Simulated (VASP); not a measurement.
# B26P27Au (a cell with a defect) in VASP: single point with PBE

Aim: the single point of B26P27Au (a cell with a defect) with PBE.

All numbers are computed with VASP 6.6.1; they aren't measurements. Logs are shortened: lines on timing, memory, paths and dates and some standing lists are left out, and cuts for length are marked.

**1. The cell of the first run**

The cell holds a defect, 54 atoms: a = 9.614 Å, b = 9.614 Å, c = 9.614 Å, α = 60.00°, β = 60.00°, γ = 60.00°.

**2. Single point, PBE**

INCAR reads:

```
PREC = Accurate
ENCUT = 520
EDIFF = 1E-6
ISMEAR = -1
SIGMA = 0.01
LREAL = Auto
LASPH = T
NELM = 60
ALGO = Normal
ISIF = 2
LWAVE = F
LCHARG = F
GGA = PE
NBANDS = 145
```

KPOINTS reads:

```
regular mesh
0
Gamma
  3 3 3
```

POSCAR reads:

```
B26P27Au
1.0
    0.0000000000      6.7982171535      6.7982171535
    6.7982171535      0.0000000000      6.7982171535
    6.7982171535      6.7982171535      0.0000000000
Au B P
1 26 27
Direct
    0.0000000000      0.0000000000      0.0000000000
    0.0000829624      0.0000829624      0.3369472883
    0.0000829624      0.0000829624      0.6628867868
    0.0000829624      0.3369472883      0.0000829624
   -0.0004377793      0.3334792598      0.3334792598
    0.0000829624      0.3369472883      0.6628867868
    0.0000829624      0.6628867868      0.0000829624
    0.0000829624      0.6628867868      0.3369472883
    0.0004829136      0.6665056955      0.6665056955
    0.3369472883      0.0000829624      0.0000829624
    0.3334792598     -0.0004377793      0.3334792598
    0.3369472883      0.0000829624      0.6628867868
    0.3334792598      0.3334792598     -0.0004377793
    0.3334792598      0.3334792598      0.3334792598
    0.3334671809      0.3334671809      0.6665328191
    0.3369472883      0.6628867868      0.0000829624
    0.3334671809      0.6665328191      0.3334671809
    0.3334671809      0.6665328191      0.6665328191
    0.6628867868      0.0000829624      0.0000829624
    0.6628867868      0.0000829624      0.3369472883
    0.6665056955      0.0004829136      0.6665056955
    0.6628867868      0.3369472883      0.0000829624
    0.6665328191      0.3334671809      0.3334671809
    0.6665328191      0.3334671809      0.6665328191
    0.6665056955      0.6665056955      0.0004829136
    0.6665328191      0.6665328191      0.3334671809
    0.6665056955      0.6665056955      0.6665056955
    0.2500000000      0.2500000000      0.2500000000
    0.2500040018      0.2500040018      0.5837998924
    0.2500040018      0.2500040018      0.9161921041
    0.2500040018      0.5837998924      0.2500040018
    0.2501785598      0.5832738134      0.5832738134
    0.2500040018      0.5837998924      0.9161921041
    0.2500040018      0.9161921041      0.2500040018
    0.2500040018      0.9161921041      0.5837998924
    0.2871419384      0.9042860205      0.9042860205
    0.5837998924      0.2500040018      0.2500040018
    0.5832738134      0.2501785598      0.5832738134
    0.5837998924      0.2500040018      0.9161921041
    0.5832738134      0.5832738134      0.2501785598
    0.5832738134      0.5832738134      0.5832738134
    0.5830038339      0.5830038339      0.9169961661
    0.5837998924      0.9161921041      0.2500040018
    0.5830038339      0.9169961661      0.5830038339
    0.5830038339      0.9169961661      0.9169961661
    0.9161921041      0.2500040018      0.2500040018
    0.9161921041      0.2500040018      0.5837998924
    0.9042860205      0.2871419384      0.9042860205
    0.9161921041      0.5837998924      0.2500040018
    0.9169961661      0.5830038339      0.5830038339
    0.9169961661      0.5830038339      0.9169961661
    0.9042860205      0.9042860205      0.2871419384
    0.9169961661      0.9169961661      0.5830038339
    0.9042860205      0.9042860205      0.9042860205
```

Potentials or basis: VASP PAW PBE potentials, release 64 (Au, B, P).

Started as:

```sh
$ cat potpaw_PBE.64/Au/POTCAR potpaw_PBE.64/B/POTCAR potpaw_PBE.64/P/POTCAR > POTCAR
$ mpirun -np 1 vasp_std > vasp.out
```

OUTCAR:

```text
PREC = Accurate
   ENCUT = 520
   EDIFF = 1E-6
   ISMEAR = -1
   LREAL = Auto
   LASPH = T
   NELM = 60
   ISIF = 2
   GGA = PE

 ion  position               nearest neighbor table
   1  0.000  0.000  0.000-  36 2.25  48 2.25  52 2.25  54 2.25
   2  0.000  0.000  0.337-  52 1.91  53 1.93  34 1.96  46 1.96
   3  0.000  0.000  0.663-  54 1.91  53 1.93  35 1.96  47 1.96
   4  0.000  0.337  0.000-  48 1.91  51 1.93  30 1.96  46 1.96
   5  1.000  0.333  0.333-  46 1.96  47 1.96  49 1.96  28 1.97
   6  0.000  0.337  0.663-  48 1.91  50 1.93  47 1.96  29 1.96
[... 46 lines left out ...]
  53  0.917  0.917  0.583-   3 1.93   2 1.93   9 1.97  21 1.97
  54  0.904  0.904  0.904-   3 1.91   7 1.91  19 1.91   1 2.25

  LATTYP: Found a face centered cubic cell.
 ALAT       =    13.5964343070

  Lattice vectors:

 A1 = (   0.0000000000,   6.7982171535,   6.7982171535)
 A2 = (   6.7982171535,   0.0000000000,   6.7982171535)
 A3 = (   6.7982171535,   6.7982171535,   0.0000000000)

Analysis of symmetry for initial positions (statically):
=====================================================================
 Subroutine PRICEL returns:
 Original cell was already a primitive cell.

 Routine SETGRP: Setting up the symmetry group for a
 face centered cubic supercell.

 Subroutine GETGRP returns: Found 24 space group operations
 (whereof 24 operations were pure point group operations)
 out of a pool of 48 trial point group operations.

The static configuration has the point symmetry T_d .

Analysis of symmetry for dynamics (positions and initial velocities):
=====================================================================
 Subroutine PRICEL returns:
 Original cell was already a primitive cell.

 Routine SETGRP: Setting up the symmetry group for a
 face centered cubic supercell.

 Subroutine GETGRP returns: Found 24 space group operations
 (whereof 24 operations were pure point group operations)
 out of a pool of 48 trial point group operations.

The dynamic configuration has the point symmetry T_d .

 Subroutine INISYM returns: Found 24 space group operations
 (whereof 24 operations are pure point group operations),
 and found     1 'primitive' translations

----------------------------------------------------------------------------------------

[... 177 lines left out ...]
   EDIFFG = 0.1E-04   stopping-criterion for IOM
   NSW    =      0    number of steps for IOM
   IBRION =     -1    ionic relax: 0-MD 1-quasi-New 2-CG
   NFREE  =      0    steps in history (QN), initial steepest desc. (CG)
   ISIF   =      2    stress and relaxation
   ISYM   =      2    0-nonsym 1-usesym 2-fastsym
   POTIM  = 0.5000    time-step for ionic-motion
   TEBEG  =    0.0;   TEEND  =   0.0 temperature during run
   PSTRESS=    0.0 pullay stress
   NELECT =     224.0000    total number of electrons
   NUPDOWN=      -1.0000    fix difference up-down
   EMIN   =  10.00;   EMAX   =-10.00  energy-range for DOS
   EFERMI =   0.00;   METHOD = LEGACY
   ISMEAR =    -1;   SIGMA  =   0.01  broadening in eV -4-tet -1-fermi 0-gaus
   EFERMI_NEDOS =   21; number of points for ismear=-14 and -15
   IALGO  =     38    algorithm
   IMIX   =      4    mixing-type and parameters
     AMIX     =   0.40;   BMIX     =  1.00
     AMIX_MAG =   1.60;   BMIX_MAG =  1.00
  volume/ion in A,a.u.               =      11.64        78.53
  Fermi-wavevector in a.u.,A,eV,Ry     =   1.160787  2.193569 18.332845  1.347426
  Thomas-Fermi vector in A             =   2.297366
   LORBIT       =      0    0 simple, 1 ext, 2 COOP (PROOUT), +10 PAW based schemes
   GGA     = PE    functional components
   LHFCALC =     F    Hartree Fock is set to
   AEXX    =    0.0000 exact exchange contribution
   IVDW    =     0    specifies the selected vdW correction
   LEPSILON=     F    determine dielectric tensor
   LRPA    =     F    only Hartree local field effects (RPA)
 non-spin polarized calculation
  energy-cutoff  :      520.00
  volume of cell :      628.37
 maximum number of plane-waves:     16952
   NGX = 35   NGY = 35   NGZ = 35

 number of electron     224.0000010 magnetization

 Free energy of the ion-electron system (eV)
  ---------------------------------------------------
  ext. energy  EPLUGINS =         0.00000000
  ---------------------------------------------------
  free energy    TOTEN  =      -340.75812896 eV

  energy without entropy =     -340.75246366  energy(sigma->0) =     -340.75529631

 E-fermi :   8.5050     XC(G=0): -11.0325

 val. band max:        8.4099625065   @ k =   0.3333   0.3333   0.0000
 cond. band min:       8.5119750933   @ k =  -0.3333   0.3333   0.0000
 fundamental gap:      0.1020125868
 Fermi energy:         8.5050469598

 k-point     1 :       0.0000    0.0000    0.0000
  band No.  band energies     occupation
      1      -7.8683      2.00000
      2      -6.0821      2.00000
      3      -6.0821      2.00000
      4      -6.0821      2.00000
      5      -5.9960      2.00000
      6      -5.8961      2.00000
[... 497 lines left out ...]
    123      10.9858      0.00000
    124      11.0150      0.00000
 [bands above 124 left out]

------------------------ aborting loop because EDIFF is reached ----------------------------------------

  FORCE on cell =-STRESS in cart. coord.  units (eV):
  Direction    XX          YY          ZZ          XY          YZ          ZX
  --------------------------------------------------------------------------------------
  -------------------------------------------------------------------------------------
  Total       24.3129863     24.3129863     24.3129863      0.0000000      0.0000000      0.0000000
  in kB       61.9917353     61.9917353     61.9917353      0.0000000      0.0000000      0.0000000
  external PRESSURE =      61.9917353 kB  Pullay stress =       0.0000000 kB

 VOLUME and BASIS-vectors are now :
 -----------------------------------------------------------------------------
  energy-cutoff  :      520.00
  volume of cell :      628.37
      direct lattice vectors                 reciprocal lattice vectors
     0.000000000  6.798217154  6.798217154    -0.073548695  0.073548695  0.073548695
     6.798217154  0.000000000  6.798217154     0.073548695 -0.073548695  0.073548695
     6.798217154  6.798217154  0.000000000     0.073548695  0.073548695 -0.073548695

 POSITION                                       TOTAL-FORCE (eV/Angst)
 -----------------------------------------------------------------------------------
      0.00000      0.00000      0.00000         0.000000      0.000000     -0.000000
      2.29120      2.29120      0.00113        -0.002905     -0.002905     -0.003932
      4.50701      4.50701      0.00113         0.002905      0.002905     -0.003932
      2.29120      0.00113      2.29120        -0.002905     -0.003932     -0.002905
      4.53413      9.06231      9.06231        -0.000824      0.000824      0.000824
      6.79709      4.50701      2.29120         0.003932      0.002905     -0.002905
[... 46 lines left out ...]
     10.19733     10.19733     12.46788         0.000000      0.000000     -0.000782
     12.29507     12.29507     12.29507         0.007407      0.007407      0.007407
 -----------------------------------------------------------------------------------
    total drift:                               -0.000002     -0.000002     -0.000002

  FREE ENERGIE OF THE ION-ELECTRON SYSTEM (eV)
  ---------------------------------------------------
  free  energy   TOTEN  =      -340.7581289575 eV

  energy  without entropy=     -340.7524636598  energy(sigma->0) =     -340.75529631
```

Run time: 17 min. Hardware: 1 thread of Intel Xeon Platinum 8375C at 2.90GHz (Ice Lake), shared host; peak memory 0.86 GiB.

Results:

| Item | Value |
| --- | --- |
| Free energy | -340.7581 eV |
| Pressure | 6.2 GPa |
| Largest force | 0.013 eV/Å |
| Band gap on the k mesh | zero (bands 112 and 113 overlap by 0.44 eV) |

Forces in eV/Å, atoms in the order of the input:
```
Au   0.000  0.000  0.000
B   -0.003 -0.003 -0.004
B    0.003  0.003 -0.004
B   -0.003 -0.004 -0.003
B   -0.001  0.001  0.001
B    0.004  0.003 -0.003
B    0.003 -0.004  0.003
B    0.004 -0.003  0.003
B    0.004 -0.004 -0.004
B   -0.004 -0.003 -0.003
B    0.001 -0.001  0.001
B    0.003  0.004 -0.003
B    0.001  0.001 -0.001
B   -0.001 -0.001 -0.001
B    0.000  0.000  0.000
B    0.003 -0.003  0.004
B    0.000  0.000  0.000
B    0.000  0.000  0.000
B   -0.004  0.003  0.003
B   -0.003  0.004  0.003
B   -0.004  0.004 -0.004
B   -0.003  0.003  0.004
B    0.000  0.000  0.000
B    0.000  0.000  0.000
B   -0.004 -0.004  0.004
B    0.000  0.000  0.000
B    0.004  0.004  0.004
P    0.000  0.000  0.000
P   -0.001 -0.001  0.001
P    0.001  0.001  0.001
P   -0.001  0.001 -0.001
P   -0.001  0.001  0.001
P   -0.001  0.001 -0.001
P    0.001  0.001  0.001
P   -0.001 -0.001  0.001
P    0.007 -0.007 -0.007
P    0.001 -0.001 -0.001
P    0.001 -0.001  0.001
P    0.001 -0.001 -0.001
P    0.001  0.001 -0.001
P   -0.001 -0.001 -0.001
P    0.000  0.000  0.001
P    0.001 -0.001 -0.001
P    0.000  0.001  0.000
P   -0.001  0.000  0.000
P    0.001  0.001  0.001
P   -0.001 -0.001  0.001
P   -0.007  0.007 -0.007
P   -0.001  0.001 -0.001
P    0.001  0.000  0.000
P    0.000 -0.001  0.000
P   -0.007 -0.007  0.007
P    0.000  0.000 -0.001
P    0.007  0.007  0.007
```

Levels at points of the mesh, in eV from the Fermi level:
| k point | band 108 | band 109 | band 110 | band 111 | band 112 | band 113 | band 114 | band 115 |
| --- | --- | --- | --- | --- | --- | --- | --- | --- |
| (0.00, 0.00, 0.00) | -1.24 | -1.24 | -1.24 | 0.34 | 0.34 | 0.34 | 0.58 | 0.58 |

Caveat: spin-orbit coupling is left out, which moves the levels of the heavy elements.
